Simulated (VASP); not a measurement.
# HfO2 (F-43m) in VASP: further runs, part 2 of 2

VASP 6.6.1. Earlier steps stand in the parts before.

## 5. Relaxation of cell and atoms, PBE

This run uses another cell than the first one, of 12.56 Å³/atom, 1.170 times its volume.

INCAR reads:

```
ALGO = Normal
EDIFF = 1E-7
EDIFFG = -0.04
ENCUT = 600
GGA = PE
IBRION = 2
ISIF = 3
ISMEAR = 0
LASPH = T
LCHARG = F
LREAL = F
LWAVE = F
NELM = 60
NSW = 90
PREC = Accurate
SIGMA = 0.1
```

KPOINTS reads:

```
k-points
0
Gamma
  6 6 6
```

POSCAR reads:

```
HfO2
1.0
    0.0000000000      2.6606430800      2.6606430800
    2.6606430800      0.0000000000      2.6606430800
    2.6606430800      2.6606430800      0.0000000000
Hf O
1 2
Direct
    0.0000000000      0.0000000000      0.0000000000
    0.7500000000      0.7500000000      0.7500000000
    0.5000000000      0.5000000000      0.5000000000
```

Potentials or basis: VASP PAW PBE potentials, release 64 (Hf_pv, O).

On the command line:

```
cat potpaw_PBE.64/Hf_pv/POTCAR potpaw_PBE.64/O/POTCAR > POTCAR
mpirun -np 1 vasp_std > vasp.out
```

OUTCAR:

```text
EDIFF = 1E-7
   EDIFFG = -0.04
   ENCUT = 600
   GGA = PE
   IBRION = 2
   ISIF = 3
   ISMEAR = 0
   LASPH = T
   LREAL = F
   NELM = 60
   NSW = 90
   PREC = Accurate

 ion  position               nearest neighbor table
   1  0.000  0.000  0.000-   2 2.30   2 2.30   2 2.30   2 2.30   3 2.66   3 2.66   3 2.66   3 2.66
                             3 2.66   3 2.66
   2  0.750  0.750  0.750-   1 2.30   1 2.30   1 2.30   1 2.30
   3  0.500  0.500  0.500-   1 2.66   1 2.66   1 2.66   1 2.66   1 2.66   1 2.66

  LATTYP: Found a face centered cubic cell.
 ALAT       =     5.3212861600

  Lattice vectors:

 A1 = (   0.0000000000,   2.6606430800,   2.6606430800)
 A2 = (   2.6606430800,   0.0000000000,   2.6606430800)
 A3 = (   2.6606430800,   2.6606430800,   0.0000000000)

[... 176 lines left out ...]
  Total       -6.4499431     -6.4499431     -6.4499431      0.0000000      0.0000000     -0.0000000
  in kB     -274.3320899   -274.3320899   -274.3320899      0.0000000      0.0000000     -0.0000000
  external PRESSURE =    -274.3320899 kB  Pullay stress =       0.0000000 kB
[... 98 lines left out ...]
--------------------------------------- Ionic step        4  -------------------------------------------

 number of electron      22.0000000 magnetization

 Free energy of the ion-electron system (eV)
  ---------------------------------------------------
  ext. energy  EPLUGINS =         0.00000000
  ---------------------------------------------------
  free energy    TOTEN  =       -26.58789996 eV

  energy without entropy =      -26.58789996  energy(sigma->0) =      -26.58789996

 E-fermi :   5.7091     XC(G=0): -12.1974

 val. band max:        5.2527213772   @ k =  -0.3333   0.5000   0.1667
 cond. band min:       7.5604223539   @ k =   0.5000   0.5000   0.0000
 fundamental gap:      2.3077009767
 Fermi energy:         5.7090585196

 k-point     1 :       0.0000    0.0000    0.0000
  band No.  band energies     occupation
      1     -25.1883      2.00000
      2     -25.1883      2.00000
      3     -25.1883      2.00000
      4     -14.5068      2.00000
      5      -9.5580      2.00000
      6       0.3962      2.00000
      7       0.3962      2.00000
      8       0.3962      2.00000
      9       3.4582      2.00000
     10       3.4582      2.00000
     11       3.4582      2.00000
     12       7.8348      0.00000
     13       8.2886      0.00000
     14       8.2886      0.00000
[... 299 lines left out ...]
  FREE ENERGIE OF THE ION-ELECTRON SYSTEM (eV)
  ---------------------------------------------------
  free  energy   TOTEN  =       -26.5878999645 eV

  energy  without entropy=      -26.5878999645  energy(sigma->0) =      -26.58789996

 reached required accuracy - stopping structural energy minimisation
```

CONTCAR:

```text
HfO2
   1.00000000000000
     0.0000000000000000    2.5146662441083216    2.5146662441083216
     2.5146662441083216    0.0000000000000000    2.5146662441083216
     2.5146662441083216    2.5146662441083216   -0.0000000000000000
  Hf              O
     1     2
Direct
     0.0000000000000000    0.0000000000000000    0.0000000000000000
     0.7500000000000000    0.7500000000000000    0.7500000000000000
     0.5000000000000000    0.5000000000000000    0.5000000000000000

  0.00000000E+00  0.00000000E+00  0.00000000E+00
  0.00000000E+00  0.00000000E+00  0.00000000E+00
  0.00000000E+00  0.00000000E+00  0.00000000E+00
```

Run time: 31 s. Hardware: 1 thread of AMD EPYC 7R13 (Zen 3), shared host; peak memory 0.15 GiB.

What came out:

* Free energy: -26.5879 eV
* Relaxed volume: 10.60 Å³/atom
* Relaxed cell: a = 3.556 Å, b = 3.556 Å, c = 3.556 Å, α = 60.00°, β = 60.00°, γ = 60.00°
* Space group after relaxing (to 0.05 Å): F-43m (No. 216)
* Energy gained by relaxing: 195.7 meV/atom
* Ionic steps: 4
* Pressure after relaxing: -0.2 GPa
* Band gap on the k mesh: 2.31 eV, indirect (least direct gap 2.32 eV)

Step by step:
| step | energy change (eV) | largest force (eV/Å) | pressure (GPa) | volume (Å³) |
| --- | --- | --- | --- | --- |
| 1 | 0.0000 | 0.0000 | -27.43 | 37.67 |
| 2 | 0.0647 | 0.0000 | 51.54 | 27.12 |
| 3 | -0.5864 | 0.0000 | -1.13 | 31.93 |
| 4 | -0.5870 | 0.0000 | -0.21 | 31.80 |

Final structure:
```
Hf O
1.0
     0.00000    2.51467    2.51467
     2.51467    0.00000    2.51467
     2.51467    2.51467    0.00000
Hf O
1 2
Direct
  0.00000 0.00000 0.00000
  0.75000 0.75000 0.75000
  0.50000 0.50000 0.50000
```

Caveat: the volume moved by over 15 % at a fixed basis, so the end points are rough; spin-orbit coupling is left out, which moves the levels of the heavy elements. Expect the measured gap to be larger: semilocal functionals such as PBE lack the derivative discontinuity.

## 6. Relaxation of cell and atoms, PBE

INCAR reads:

```
SYSTEM = HfO2
PREC     = Accurate       ! precision mode
ENCUT    = 600            ! plane-wave cutoff, eV
EDIFF    = 1E-7           ! SCF threshold, eV
ISMEAR   = 0              ! smearing method
SIGMA    = 0.02           ! smearing width, eV
LREAL    = .False.        ! projectors in reciprocal space
LASPH    = .True.         ! aspherical terms in the spheres
NELM     = 100            ! most SCF steps
ALGO     = Normal         ! electronic algorithm
ISIF     = 3              ! what is computed and relaxed
LWAVE    = .False.        ! write WAVECAR
LCHARG   = .False.        ! write CHGCAR
GGA      = PE             ! functional
IBRION   = 2              ! ionic algorithm
NSW      = 100            ! ionic steps
EDIFFG   = -0.01          ! ionic threshold
```

KPOINTS reads:

```
Automatic mesh
0
Gamma
  10 10 10
  0 0 0
```

POSCAR reads:

```
HfO2
1.0
    0.0000000000      2.5253220209      2.5253220209
    2.5253220209      0.0000000000      2.5253220209
    2.5253220209      2.5253220209      0.0000000000
Hf O
1 2
Direct
    0.0000000000      0.0000000000      0.0000000000
    0.2500000000      0.2500000000      0.2500000000
    0.5000000000      0.5000000000      0.5000000000
```

Potentials or basis: VASP PAW PBE potentials, release 64 (Hf_pv, O).

On the command line:

```
cat potpaw_PBE.64/Hf_pv/POTCAR potpaw_PBE.64/O/POTCAR > POTCAR
mpirun -np 1 vasp_std > vasp.out
```

Wall time 53 s (1 thread of AMD EPYC 7R13 (Zen 3), shared host); peak memory 0.16 GiB.

Results (log left out):

- Free energy: -26.5736 eV
- Relaxed volume: 10.59 Å³/atom
- Relaxed cell: a = 3.556 Å, b = 3.556 Å, c = 3.556 Å, α = 60.00°, β = 60.00°, γ = 60.00°
- Space group after relaxing (to 0.05 Å): F-43m (No. 216)
- Energy gained by relaxing: 1.3 meV/atom
- Ionic steps: 3
- Pressure after relaxing: 0.0 GPa
- Band gap on the k mesh: 2.30 eV, indirect (least direct gap 2.32 eV)

Step by step:
```tsv
step	energy change (eV)	largest force (eV/Å)	pressure (GPa)	volume (Å³)
1	0.0000	0.0000	-3.00	32.21
2	0.0018	0.0000	3.80	31.28
3	-0.0040	0.0000	-0.01	31.78
```

Final structure:
```xyz
3
Lattice="0.0000 2.5141 2.5141 2.5141 0.0000 2.5141 2.5141 2.5141 0.0000" Properties=species:S:1:pos:R:3 pbc="T T T"
Hf    0.0000    0.0000    0.0000
O     1.2571    1.2571    1.2571
O     2.5141    2.5141    2.5141
```

Levels at points of the mesh, in eV from the valence-band top:
| k point | band 7 | band 8 | band 9 | band 10 | band 11 | band 12 | band 13 | band 14 | band 15 |
| --- | --- | --- | --- | --- | --- | --- | --- | --- | --- |
| (0.00, 0.00, 0.00) | -4.86 | -4.86 | -1.80 | -1.80 | -1.80 | 2.58 | 3.03 | 3.03 | 6.86 |
| (0.50, 0.00, 0.00) | -5.47 | -5.43 | -1.11 | -1.11 | -0.22 | 3.29 | 5.55 | 5.55 | 6.54 |
| (0.50, 0.50, 0.00) | -4.82 | -3.53 | -3.11 | -0.02 | -0.02 | 2.30 | 4.54 | 4.88 | 6.18 |

Caveat: spin-orbit coupling is left out, which moves the levels of the heavy elements.

## 7. Summary

```tsv
task	cell	k mesh	cutoff (eV)	smearing	gap on the mesh (eV)	pressure (GPa)	relaxed volume (Å³/atom)
single point	a = 3.571 Å, angles 60.0°, 3 atoms	6 × 6 × 6	520	gaussian 0.1 eV	2.28	-2.8	-
single point	a = 3.763 Å, angles 60.0°, 3 atoms	6 × 6 × 6	520	gaussian 0.1 eV	1.70	-27.3	-
single point	a = 3.571 Å, angles 60.0°, 3 atoms	10 × 10 × 10	520	gaussian 0.02 eV	2.28	-2.8	-
relaxation of cell and atoms	relaxed from a = 3.763 Å, angles 60.0°, 3 atoms	6 × 6 × 6	600	gaussian 0.1 eV	2.31	-0.2	10.60
relaxation of cell and atoms	relaxed from a = 3.571 Å, angles 60.0°, 3 atoms	10 × 10 × 10	600	gaussian 0.02 eV	2.30	0.0	10.59
```

Alike in all rows: level PBE; potentials or basis VASP PAW PBE potentials, release 64 (Hf_pv, O); no spin polarisation.

Caveats: spin-orbit coupling is left out, which moves the levels of the heavy elements; the volume moved by over 15 % at a fixed basis, so the end points are rough (some runs).

Total energies depend on the potentials used, so only differences within one code and one set of settings carry meaning.
